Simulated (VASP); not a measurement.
# GaAs in VASP: settings compared

The runs below take GaAs through single point, with PBE, PBEsol.

All numbers are computed with VASP 6.6.1; they aren't measurements. Logs are shortened: lines on timing, memory, paths and dates and some standing lists are left out, and cuts for length are marked.

## Step 1: The cell of the first run

Symmetry: F-43m, No. 216, cubic system. Conventional cell: a = 6.033 Å, b = 6.033 Å, c = 6.033 Å, α = 90.00°, β = 90.00°, γ = 90.00°. Within 3.4 Å of Ga (site symmetry -43m) lie 4 As at 2.61 Å. Within 3.4 Å of As (site symmetry -43m) lie 4 Ga at 2.61 Å.

## Step 2: Single point, PBE (strain +0.050 along x and y, +0.050 along z)

Contents of INCAR:

```
SYSTEM = GaAs
  ALGO = Normal
  EDIFF = 1E-6
  ENCUT = 500
  GGA = PE
  GGA_COMPAT = .FALSE.
  ISIF = 2
  ISMEAR = 0
  LASPH = .TRUE.
  LCHARG = .TRUE.
  LELF = .TRUE.
  LREAL = .FALSE.
  LVHAR = .TRUE.
  LWAVE = .FALSE.
  NBANDS = 16
  NELM = 120
  PREC = Accurate
  SIGMA = 0.03
```

Contents of KPOINTS:

```
k-points
0
G
  10 10 10
  0 0 0
```

Contents of POSCAR:

```
GaAs
1.0
    0.0000000000      3.0163268808      3.0163268808
    3.0163268808      0.0000000000      3.0163268808
    3.0163268808      3.0163268808      0.0000000000
Ga As
1 1
Direct
    0.0000000000      0.0000000000      0.0000000000
    0.7500000000      0.7500000000      0.7500000000
```

Potentials or basis: VASP PAW PBE potentials, release 64 (Ga_d, As).

On the command line:

```bash
$ cat potpaw_PBE.64/Ga_d/POTCAR potpaw_PBE.64/As/POTCAR > POTCAR
$ mpirun -np 1 vasp_std > vasp.out
```

OUTCAR:

```text
SYSTEM = GaAs
   EDIFF = 1E-6
   ENCUT = 500
   GGA = PE
   ISIF = 2
   ISMEAR = 0
   LASPH = .TRUE.
   LREAL = .FALSE.
   NELM = 120
   PREC = Accurate

 ion  position               nearest neighbor table
   1  0.000  0.000  0.000-   2 2.61   2 2.61   2 2.61   2 2.61
   2  0.750  0.750  0.750-   1 2.61   1 2.61   1 2.61   1 2.61

  LATTYP: Found a face centered cubic cell.
 ALAT       =     6.0326537616

  Lattice vectors:

 A1 = (   0.0000000000,   3.0163268808,   3.0163268808)
 A2 = (   3.0163268808,   0.0000000000,   3.0163268808)
 A3 = (   3.0163268808,   3.0163268808,   0.0000000000)

Analysis of symmetry for initial positions (statically):
=====================================================================
 Subroutine PRICEL returns:
 Original cell was already a primitive cell.

 Routine SETGRP: Setting up the symmetry group for a
 face centered cubic supercell.

 Subroutine GETGRP returns: Found 24 space group operations
 (whereof 24 operations were pure point group operations)
 out of a pool of 48 trial point group operations.

The static configuration has the point symmetry T_d .

Analysis of symmetry for dynamics (positions and initial velocities):
=====================================================================
 Subroutine PRICEL returns:
 Original cell was already a primitive cell.

 Routine SETGRP: Setting up the symmetry group for a
 face centered cubic supercell.

 Subroutine GETGRP returns: Found 24 space group operations
 (whereof 24 operations were pure point group operations)
 out of a pool of 48 trial point group operations.

The dynamic configuration has the point symmetry T_d .

 Subroutine INISYM returns: Found 24 space group operations
 (whereof 24 operations are pure point group operations),
 and found     1 'primitive' translations

----------------------------------------------------------------------------------------

                                     Primitive cell

  volume of cell :      54.8865

  direct lattice vectors                    reciprocal lattice vectors
     0.000000000  3.016326881  3.016326881    -0.165764527  0.165764527  0.165764527
     3.016326881  0.000000000  3.016326881     0.165764527 -0.165764527  0.165764527
     3.016326881  3.016326881  0.000000000     0.165764527  0.165764527 -0.165764527

  length of vectors
     4.265730383  4.265730383  4.265730383     0.287112584  0.287112584  0.287112584

  position of ions in fractional coordinates (direct lattice)
     0.000000000  0.000000000  0.000000000
     0.750000000  0.750000000  0.750000000

  ion indices of the primitive-cell ions
   primitive index   ion index
                 1           1
                 2           2

----------------------------------------------------------------------------------------

 KPOINTS: k-points

Automatic generation of k-mesh.
 Grid dimensions read from file:
 generate k-points for:   10   10   10

 Generating k-lattice:

  Cartesian coordinates                     Fractional coordinates (reciprocal lattice)
    -0.016576453  0.016576453  0.016576453     0.100000000  0.000000000  0.000000000
     0.016576453 -0.016576453  0.016576453     0.000000000  0.100000000  0.000000000
     0.016576453  0.016576453 -0.016576453     0.000000000  0.000000000  0.100000000

  Length of vectors
     0.028711258  0.028711258  0.028711258

  Shift w.r.t. Gamma in fractional coordinates (k-lattice)
     0.000000000  0.000000000  0.000000000

 Subroutine IBZKPT returns following result:
 ===========================================

 Found     47 irreducible k-points:

 Following reciprocal coordinates:
            Coordinates               Weight
  0.000000  0.000000  0.000000      1.000000
  0.100000  0.000000  0.000000      8.000000
  0.200000  0.000000  0.000000      8.000000
  0.300000  0.000000  0.000000      8.000000
  0.400000  0.000000  0.000000      8.000000
  0.500000  0.000000  0.000000      4.000000
[... 16 lines left out ...]
  0.300000  0.300000  0.000000      6.000000
  0.400000  0.300000  0.000000     24.000000
 [... further k-points ...]
   k-points           NKPTS =     47   k-points in BZ     NKDIM =     47   number of bands    NBANDS=     16
   number of dos      NEDOS =    301   number of ions     NIONS =      2
   total plane-waves  NPLWV =  32768
   dimension x,y,z NGX =    32 NGY =   32 NGZ =   32
   dimension x,y,z NGXF=    64 NGYF=   64 NGZF=   64
   ions per type =               1   1
   NGX,Y,Z   is equivalent  to a cutoff of  12.47, 12.47, 12.47 a.u.
   NGXF,Y,Z  is equivalent  to a cutoff of  24.94, 24.94, 24.94 a.u.
 SYSTEM =  GaAs
   PREC   = accura    normal or accurate (medium, high low for compatibility)
   ISTART =      0    job   : 0-new  1-cont  2-samecut
   ICHARG =      2    charge: 1-file 2-atom 10-const
   ISPIN  =      1    spin polarized calculation?
   LNONCOLLINEAR =      F non collinear calculations
   LSORBIT =      F    spin-orbit coupling
   LASPH  =      T    aspherical Exc in radial PAW
   ENCUT  =  500.0 eV  36.75 Ry    6.06 a.u.   7.78  7.78  7.78*2*pi/ulx,y,z
   NELM   =    120;   NELMIN=  2; NELMDL= -5     # of ELM steps
   EDIFF  = 0.1E-05   stopping-criterion for ELM
   LREAL  =      F    real-space projection
   EDIFFG = 0.1E-04   stopping-criterion for IOM
   NSW    =      0    number of steps for IOM
   IBRION =     -1    ionic relax: 0-MD 1-quasi-New 2-CG
   NFREE  =      0    steps in history (QN), initial steepest desc. (CG)
   ISIF   =      2    stress and relaxation
   ISYM   =      2    0-nonsym 1-usesym 2-fastsym
   POTIM  = 0.5000    time-step for ionic-motion
   TEBEG  =    0.0;   TEEND  =   0.0 temperature during run
   PSTRESS=    0.0 pullay stress
   NELECT =      18.0000    total number of electrons
   NUPDOWN=      -1.0000    fix difference up-down
   EMIN   =  10.00;   EMAX   =-10.00  energy-range for DOS
   EFERMI =   0.00;   METHOD = LEGACY
   ISMEAR =     0;   SIGMA  =   0.03  broadening in eV -4-tet -1-fermi 0-gaus
   EFERMI_NEDOS =   21; number of points for ismear=-14 and -15
   IALGO  =     38    algorithm
   IMIX   =      4    mixing-type and parameters
     AMIX     =   0.40;   BMIX     =  1.00
     AMIX_MAG =   1.60;   BMIX_MAG =  1.00
  volume/ion in A,a.u.               =      27.44       185.20
  Fermi-wavevector in a.u.,A,eV,Ry     =   1.128957  2.133419 17.341212  1.274543
  Thomas-Fermi vector in A             =   2.265648
   LORBIT       =      0    0 simple, 1 ext, 2 COOP (PROOUT), +10 PAW based schemes
   GGA     = PE    functional components
   LHFCALC =     F    Hartree Fock is set to
   AEXX    =    0.0000 exact exchange contribution
   IVDW    =     0    specifies the selected vdW correction
   LEPSILON=     F    determine dielectric tensor
   LRPA    =     F    only Hartree local field effects (RPA)
 non-spin polarized calculation
 Gauss-broadening in eV      SIGMA  =   0.03
  energy-cutoff  :      500.00
  volume of cell :       54.89
 maximum number of plane-waves:      1411
   NGX = 15   NGY = 15   NGZ = 15

 number of electron      17.9999994 magnetization

 Free energy of the ion-electron system (eV)
  ---------------------------------------------------
  ext. energy  EPLUGINS =         0.00000000
  ---------------------------------------------------
  free energy    TOTEN  =        -8.11368580 eV

  energy without entropy =       -8.11363952  energy(sigma->0) =       -8.11366266

 E-fermi :   2.2968     XC(G=0):  -8.7398

 val. band max:        2.2876164898   @ k =   0.0000   0.0000   0.0000
 cond. band min:       2.8020287989   @ k =   0.5000   0.0000   0.0000
 fundamental gap:      0.5144123091
 Fermi energy:         2.2967534479

 k-point     1 :       0.0000    0.0000    0.0000
  band No.  band energies     occupation
      1     -12.2732      2.00000
      2     -12.2732      2.00000
      3     -12.2732      2.00000
      4     -12.2312      2.00000
      5     -12.2312      2.00000
      6      -9.2137      2.00000
[... 8 lines left out ...]
     15      11.9330      0.00000
     16      11.9330      0.00000

 k-point     2 :       0.1000    0.0000    0.0000
  band No.  band energies     occupation
      1     -12.2766      2.00000
      2     -12.2720      2.00000
      3     -12.2720      2.00000
      4     -12.2312      2.00000
      5     -12.2312      2.00000
      6      -9.1266      2.00000
[... 8 lines left out ...]
     15      11.4043      0.00000
     16      11.4043      0.00000

 k-point     3 :       0.2000    0.0000    0.0000
  band No.  band energies     occupation
      1     -12.2854      2.00000
      2     -12.2691      2.00000
      3     -12.2691      2.00000
      4     -12.2311      2.00000
      5     -12.2311      2.00000
      6      -8.8781      2.00000
[... 8 lines left out ...]
     15      10.9808      0.00000
     16      10.9808      0.00000

 k-point     4 :       0.3000    0.0000    0.0000
  band No.  band energies     occupation
      1     -12.2960      2.00000
      2     -12.2661      2.00000
      3     -12.2661      2.00000
      4     -12.2306      2.00000
      5     -12.2306      2.00000
      6      -8.5154      2.00000
[... 8 lines left out ...]
     15      11.2382      0.00000
     16      11.2382      0.00000
[... 324 lines left out ...]
 k-point    22 :      -0.2000    0.2000    0.0000
  band No.  band energies     occupation
      1     -12.2997      2.00000
      2     -12.2645      2.00000
      3     -12.2633      2.00000
      4     -12.2324      2.00000
      5     -12.2299      2.00000
      6      -8.3881      2.00000
[... 8 lines left out ...]
     15      11.9921      0.00000
     16      12.5386      0.00000

 k-point    23 :       0.3000    0.3000    0.0000
  band No.  band energies     occupation
      1     -12.3098      2.00000
      2     -12.2575      2.00000
      3     -12.2575      2.00000
      4     -12.2379      2.00000
      5     -12.2268      2.00000
      6      -8.2650      2.00000
[... 8 lines left out ...]
     15      13.2294      0.00000
     16      13.4697      0.00000

 k-point    24 :       0.4000    0.3000    0.0000
  band No.  band energies     occupation
      1     -12.3160      2.00000
      2     -12.2552      2.00000
      3     -12.2546      2.00000
      4     -12.2387      2.00000
      5     -12.2262      2.00000
      6      -7.9634      2.00000
[... 8 lines left out ...]
     15      13.7568      0.00000
     16      13.7746      0.00000

 [... further k-points ...]
[... 5 lines left out ...]
  --------------------------------------------------------------------------------------
  -------------------------------------------------------------------------------------
  Total       -2.1200341     -2.1200341     -2.1200341      0.0000000     -0.0000000      0.0000000
  in kB      -61.8854033    -61.8854033    -61.8854033      0.0000000     -0.0000000      0.0000000
  external PRESSURE =     -61.8854033 kB  Pullay stress =       0.0000000 kB

 VOLUME and BASIS-vectors are now :
 -----------------------------------------------------------------------------
  energy-cutoff  :      500.00
  volume of cell :       54.89
      direct lattice vectors                 reciprocal lattice vectors
     0.000000000  3.016326881  3.016326881    -0.165764527  0.165764527  0.165764527
     3.016326881  0.000000000  3.016326881     0.165764527 -0.165764527  0.165764527
     3.016326881  3.016326881  0.000000000     0.165764527  0.165764527 -0.165764527

 POSITION                                       TOTAL-FORCE (eV/Angst)
 -----------------------------------------------------------------------------------
      0.00000      0.00000      0.00000        -0.000000     -0.000000     -0.000000
      4.52449      4.52449      4.52449         0.000000      0.000000      0.000000
 -----------------------------------------------------------------------------------
    total drift:                               -0.000000     -0.000000     -0.000001

  FREE ENERGIE OF THE ION-ELECTRON SYSTEM (eV)
  ---------------------------------------------------
  free  energy   TOTEN  =        -8.1136857971 eV

  energy  without entropy=       -8.1136395184  energy(sigma->0) =       -8.11366266
```

Wall time 28 s (1 thread of Intel Xeon 6975P-C, shared host); peak memory 0.2 GiB.

Results:

| Quantity | Value |
| --- | --- |
| Free energy | -8.1137 eV |
| Pressure | -6.2 GPa |
| Band gap on the k mesh | zero (filled and empty bands touch) |

Caveat: the cell differs from its parent crystal (strain +0.050 along x and y, +0.050 along z).

[end of part 1 of 2]
